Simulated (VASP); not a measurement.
# LaNb2N2 (P6/mmm) in VASP: relaxation of cell and atoms with PBE

Aim: the relaxation of cell and atoms of LaNb2N2 with PBE.

Everything below comes from runs of VASP 6.6.1. Logs are shortened: lines on timing, memory, paths and dates and some standing lists are left out, and cuts for length are marked.

### Step 1. The cell of the first run

It takes space group P6/mmm (No. 191, hexagonal). Conventional cell: a = 4.338 Å, b = 4.338 Å, c = 5.993 Å, α = 90.00°, β = 90.00°, γ = 120.00°. La (site symmetry 6/mmm) has 2 N at 2.33 Å within 3.1 Å. Nb (site symmetry -6m2) has 3 Nb at 2.50 Å and 6 N at 2.59 Å within 3.3 Å. Within 1.8 Å of N (site symmetry 6mm) lie 1 N at 1.33 Å.

The cell was generated, and may not be a known phase.

### Step 2. Relaxation of cell and atoms, PBE

Contents of INCAR:

```
ALGO = Normal
EDIFF = 1E-7
EDIFFG = -0.01
ENCUT = 600
GGA = PE
IBRION = 2
ISIF = 3
ISMEAR = 0
LASPH = True
LCHARG = False
LREAL = False
LWAVE = False
NELM = 60
NSW = 100
PREC = Accurate
SIGMA = 0.1
```

Contents of KPOINTS:

```
k-points
0
Gamma
  12 12 6
```

Contents of POSCAR:

```
LaNb2N2
1.0
    4.3377570738      0.0000000000      0.0000000000
   -2.1688785369      3.7566078213      0.0000000000
    0.0000000000      0.0000000000      5.9927269141
La Nb N
1 2 2
Direct
    0.0000000000      0.0000000000      0.5000000000
    0.3333333333      0.6666666667      0.0000000000
    0.6666666667      0.3333333333      0.0000000000
    0.0000000000      0.0000000000      0.8890536068
    0.0000000000      0.0000000000      0.1109463932
```

Potentials or basis: VASP PAW PBE potentials, release 64 (La, Nb_sv, N).

Command:

```bash
$ cat potpaw_PBE.64/La/POTCAR potpaw_PBE.64/Nb_sv/POTCAR potpaw_PBE.64/N/POTCAR > POTCAR
$ mpirun -np 1 vasp_std > vasp.out
```

OUTCAR:

```text
EDIFF = 1E-7
   EDIFFG = -0.01
   ENCUT = 600
   GGA = PE
   IBRION = 2
   ISIF = 3
   ISMEAR = 0
   LASPH = True
   LREAL = False
   NELM = 60
   NSW = 100
   PREC = Accurate

 ion  position               nearest neighbor table
   1  0.000  0.000  0.500-   4 2.33   5 2.33
   2  0.333  0.667  0.000-   3 2.50   3 2.50   3 2.50
   3  0.667  0.333  0.000-   2 2.50   2 2.50   2 2.50
   4  0.000  0.000  0.889-   5 1.33   1 2.33
   5  0.000  0.000  0.111-   4 1.33   1 2.33

  LATTYP: Found a hexagonal cell.
 ALAT       =     4.3377570738
 C/A-ratio  =     1.3815266305

  Lattice vectors:

 A1 = (   4.3377570738,   0.0000000000,   0.0000000000)
 A2 = (  -2.1688785369,   3.7566078213,   0.0000000000)
 A3 = (   0.0000000000,   0.0000000000,   5.9927269141)

Analysis of symmetry for initial positions (statically):
=====================================================================
 Subroutine PRICEL returns:
 Original cell was already a primitive cell.

 Routine SETGRP: Setting up the symmetry group for a
 hexagonal supercell.

 Subroutine GETGRP returns: Found 24 space group operations
 (whereof 24 operations were pure point group operations)
 out of a pool of 24 trial point group operations.

The static configuration has the point symmetry D_6h.

Analysis of symmetry for dynamics (positions and initial velocities):
=====================================================================
 Subroutine PRICEL returns:
 Original cell was already a primitive cell.

 Routine SETGRP: Setting up the symmetry group for a
 hexagonal supercell.

 Subroutine GETGRP returns: Found 24 space group operations
 (whereof 24 operations were pure point group operations)
 out of a pool of 24 trial point group operations.

The dynamic configuration has the point symmetry D_6h.

 Subroutine INISYM returns: Found 24 space group operations
 (whereof 24 operations are pure point group operations),
 and found     1 'primitive' translations

----------------------------------------------------------------------------------------

                                     Primitive cell

  volume of cell :      97.6530

  direct lattice vectors                    reciprocal lattice vectors
     4.337757074  0.000000000  0.000000000     0.230533887  0.133098802  0.000000000
    -2.168878537  3.756607821  0.000000000     0.000000000  0.266197604  0.000000000
     0.000000000  0.000000000  5.992726914     0.000000000  0.000000000  0.166868942

  length of vectors
     4.337757074  4.337757074  5.992726914     0.266197604  0.266197604  0.166868942

  position of ions in fractional coordinates (direct lattice)
     0.000000000  0.000000000  0.500000000
     0.333333333  0.666666667  0.000000000
     0.666666667  0.333333333  0.000000000
     0.000000000  0.000000000  0.889053607
     0.000000000  0.000000000  0.110946393

  ion indices of the primitive-cell ions
   primitive index   ion index
                 1           1
                 2           2
                 3           3
                 4           4
                 5           5

----------------------------------------------------------------------------------------

 KPOINTS: k-points

Automatic generation of k-mesh.
 Grid dimensions read from file:
 generate k-points for:   12   12    6

 Generating k-lattice:

  Cartesian coordinates                     Fractional coordinates (reciprocal lattice)
     0.019211157  0.011091567  0.000000000     0.083333333  0.000000000  0.000000000
     0.000000000  0.022183134  0.000000000     0.000000000  0.083333333  0.000000000
     0.000000000  0.000000000  0.027811490     0.000000000  0.000000000  0.166666667

  Length of vectors
     0.022183134  0.022183134  0.027811490

  Shift w.r.t. Gamma in fractional coordinates (k-lattice)
     0.000000000  0.000000000  0.000000000

 Subroutine IBZKPT returns following result:
 ===========================================

 Found     76 irreducible k-points:

 Following reciprocal coordinates:
            Coordinates               Weight
  0.000000  0.000000  0.000000      1.000000
  0.083333  0.000000  0.000000      6.000000
  0.166667 -0.000000  0.000000      6.000000
  0.250000  0.000000  0.000000      6.000000
  0.333333 -0.000000  0.000000      6.000000
  0.416667  0.000000  0.000000      6.000000
[... 16 lines left out ...]
  0.250000  0.000000  0.166667     12.000000
  0.333333 -0.000000  0.166667     12.000000
 [... further k-points ...]
   k-points           NKPTS =     76   k-points in BZ     NKDIM =     76   number of bands    NBANDS=     28
   number of dos      NEDOS =    301   number of ions     NIONS =      5
   total plane-waves  NPLWV =  62208
   dimension x,y,z NGX =    36 NGY =   36 NGZ =   48
   dimension x,y,z NGXF=    72 NGYF=   72 NGZF=   96
   ions per type =               1   2   2
   NGX,Y,Z   is equivalent  to a cutoff of  13.80, 13.80, 13.32 a.u.
   NGXF,Y,Z  is equivalent  to a cutoff of  27.59, 27.59, 26.63 a.u.
 SYSTEM =  unknown system
   PREC   = accura    normal or accurate (medium, high low for compatibility)
   ISTART =      0    job   : 0-new  1-cont  2-samecut
   ICHARG =      2    charge: 1-file 2-atom 10-const
   ISPIN  =      1    spin polarized calculation?
   LNONCOLLINEAR =      F non collinear calculations
   LSORBIT =      F    spin-orbit coupling
   LASPH  =      T    aspherical Exc in radial PAW
   ENCUT  =  600.0 eV  44.10 Ry    6.64 a.u.   8.66  8.66 11.97*2*pi/ulx,y,z
   NELM   =     60;   NELMIN=  2; NELMDL= -5     # of ELM steps
   EDIFF  = 0.1E-06   stopping-criterion for ELM
   LREAL  =      F    real-space projection
   EDIFFG = -.1E-01   stopping-criterion for IOM
   NSW    =    100    number of steps for IOM
   IBRION =      2    ionic relax: 0-MD 1-quasi-New 2-CG
   NFREE  =      1    steps in history (QN), initial steepest desc. (CG)
   ISIF   =      3    stress and relaxation
   ISYM   =      2    0-nonsym 1-usesym 2-fastsym
   POTIM  = 0.5000    time-step for ionic-motion
   TEBEG  =    0.0;   TEEND  =   0.0 temperature during run
   PSTRESS=    0.0 pullay stress
   NELECT =      47.0000    total number of electrons
   NUPDOWN=      -1.0000    fix difference up-down
   EMIN   =  10.00;   EMAX   =-10.00  energy-range for DOS
   EFERMI =   0.00;   METHOD = LEGACY
   ISMEAR =     0;   SIGMA  =   0.10  broadening in eV -4-tet -1-fermi 0-gaus
   EFERMI_NEDOS =   21; number of points for ismear=-14 and -15
   IALGO  =     38    algorithm
   IMIX   =      4    mixing-type and parameters
     AMIX     =   0.40;   BMIX     =  1.00
     AMIX_MAG =   1.60;   BMIX_MAG =  1.00
  volume/ion in A,a.u.               =      19.53       131.80
  Fermi-wavevector in a.u.,A,eV,Ry     =   1.282957  2.424438 22.394916  1.645980
  Thomas-Fermi vector in A             =   2.415239
   LORBIT       =      0    0 simple, 1 ext, 2 COOP (PROOUT), +10 PAW based schemes
   GGA     = PE    functional components
   LHFCALC =     F    Hartree Fock is set to
   AEXX    =    0.0000 exact exchange contribution
   IVDW    =     0    specifies the selected vdW correction
   LEPSILON=     F    determine dielectric tensor
   LRPA    =     F    only Hartree local field effects (RPA)
 conjugate gradient relaxation of ions
 non-spin polarized calculation
 Gauss-broadening in eV      SIGMA  =   0.10
  energy-cutoff  :      600.00
  volume of cell :       97.65
 maximum number of plane-waves:      3286
 NGX is ok and might be reduce to    36
   NGX = 17   NGY = 17   NGZ = 23

--------------------------------------- Ionic step        1  -------------------------------------------

 number of electron      46.9999999 magnetization

 Free energy of the ion-electron system (eV)
  ---------------------------------------------------
  ext. energy  EPLUGINS =         0.00000000
  ---------------------------------------------------
  free energy    TOTEN  =       -39.47974231 eV

  energy without entropy =      -39.46401447  energy(sigma->0) =      -39.47187839

------------------------ aborting loop because EDIFF is reached ----------------------------------------

  FORCE on cell =-STRESS in cart. coord.  units (eV):
  Direction    XX          YY          ZZ          XY          YZ          ZX
  --------------------------------------------------------------------------------------
  -------------------------------------------------------------------------------------
  Total        0.5112022      0.5112022     -0.2900874      0.0000000      0.0000000      0.0000000
  in kB        8.3872144      8.3872144     -4.7594185      0.0000000      0.0000000      0.0000000
  external PRESSURE =       4.0050034 kB  Pullay stress =       0.0000000 kB
[... 141 lines left out ...]
  energy  without entropy=      -39.4659280373  energy(sigma->0) =      -39.47400023

--------------------------------------- Ionic step        5  -------------------------------------------

 number of electron      47.0000001 magnetization

 Free energy of the ion-electron system (eV)
  ---------------------------------------------------
  ext. energy  EPLUGINS =         0.00000000
  ---------------------------------------------------
  free energy    TOTEN  =       -39.48269996 eV

  energy without entropy =      -39.46657620  energy(sigma->0) =      -39.47463808

 E-fermi :   7.8378     XC(G=0): -10.4496

 val. band max:        7.8231062647   @ k =   0.3333  -0.0000   0.0000
 cond. band min:       7.8497822862   @ k =   0.3333   0.0833   0.1667
 fundamental gap:      0.0266760216
 Fermi energy:         7.8377636497

 k-point     1 :       0.0000    0.0000    0.0000
  band No.  band energies     occupation
      1     -46.9950      2.00000
      2     -46.3761      2.00000
      3     -24.6894      2.00000
      4     -23.7575      2.00000
      5     -23.7575      2.00000
      6     -23.0687      2.00000
[... 733 lines left out ...]
     27       9.6209      0.00000
     28      10.0194      0.00000

 [... further k-points ...]
[... 5 lines left out ...]
  --------------------------------------------------------------------------------------
  -------------------------------------------------------------------------------------
  Total        0.0047002      0.0047002     -0.0490105     -0.0000000     -0.0000000      0.0000000
  in kB        0.0766070      0.0766070     -0.7988039     -0.0000000     -0.0000000      0.0000000
  external PRESSURE =      -0.2151967 kB  Pullay stress =       0.0000000 kB
[... 20 lines left out ...]
  FREE ENERGIE OF THE ION-ELECTRON SYSTEM (eV)
  ---------------------------------------------------
  free  energy   TOTEN  =       -39.4826999582 eV

  energy  without entropy=      -39.4665762037  energy(sigma->0) =      -39.47463808

 reached required accuracy - stopping structural energy minimisation
```

Run time: 13 min. Hardware: 1 thread of Intel Xeon 6975P-C (Granite Rapids), shared host; peak memory 0.44 GiB.

Results:

| Quantity | Value |
| --- | --- |
| Free energy | -39.4827 eV |
| Relaxed volume | 19.66 Å³/atom |
| Relaxed cell | a = 4.354 Å, b = 4.354 Å, c = 5.988 Å, α = 90.00°, β = 90.00°, γ = 120.00° |
| Space group after relaxing (to 0.1 Å) | P6/mmm (No. 191) |
| Energy gained by relaxing | 0.6 meV/atom |
| Ionic steps | 5 |
| Pressure after relaxing | 0.0 GPa |
| Band gap on the k mesh | zero (an odd number of electrons rules out a gap without spin polarisation) |

Forces on the atoms (eV/Å):
```
La   0.000  0.000  0.000
Nb   0.000  0.000  0.000
Nb   0.000  0.000  0.000
N    0.000  0.000  0.003
N    0.000  0.000 -0.003
```

Stress tensor (GPa, compression positive):
```
 0.01  0.00  0.00
 0.00  0.01  0.00
 0.00  0.00 -0.08
```

Step by step:
| step | energy change (eV) | largest force (eV/Å) | pressure (GPa) | volume (Å³) |
| --- | --- | --- | --- | --- |
| 1 | 0.0000 | 0.2473 | 0.40 | 97.65 |
| 2 | 0.0029 | 0.6526 | 0.45 | 98.34 |
| 3 | -0.0023 | 0.0982 | 0.40 | 97.93 |
| 4 | -0.0023 | 0.1038 | -0.44 | 98.68 |
| 5 | -0.0030 | 0.0027 | -0.02 | 98.30 |

Final structure:
```
La Nb N
1.0
     4.35384    0.00000    0.00000
    -2.17692    3.77054    0.00000
     0.00000    0.00000    5.98802
La Nb N
1 2 2
Direct
  0.00000 0.00000 0.50000
  0.33333 0.66667 0.00000
  0.66667 0.33333 0.00000
  0.00000 0.00000 0.88971
  0.00000 0.00000 0.11029
```

Levels at points of the mesh, in eV from the Fermi level:
| k point | band 19 | band 20 | band 21 | band 22 | band 23 | band 24 | band 25 | band 26 | band 27 | band 28 |
| --- | --- | --- | --- | --- | --- | --- | --- | --- | --- | --- |
| (0.00, 0.00, 0.00) | -2.11 | -2.11 | -1.08 | -1.08 | -0.91 | 0.56 | 0.56 | 1.35 | 1.64 | 1.93 |
| (0.50, 0.00, 0.00) | -2.79 | -2.17 | -0.95 | -0.68 | -0.65 | -0.31 | 1.22 | 1.76 | 2.18 | 2.24 |
| (0.00, 0.00, 0.50) | -1.64 | -1.64 | -1.25 | -1.25 | -0.99 | -0.75 | 0.64 | 0.64 | 2.00 | 2.28 |
| (0.50, 0.00, 0.50) | -2.10 | -2.05 | -1.03 | -1.02 | -0.70 | 0.72 | 0.95 | 1.31 | 1.62 | 1.77 |

Caveat: spin-orbit coupling is left out, which moves the levels of the heavy elements.

The gap in the log of VASP goes by the Fermi energy; the results here count the filled bands.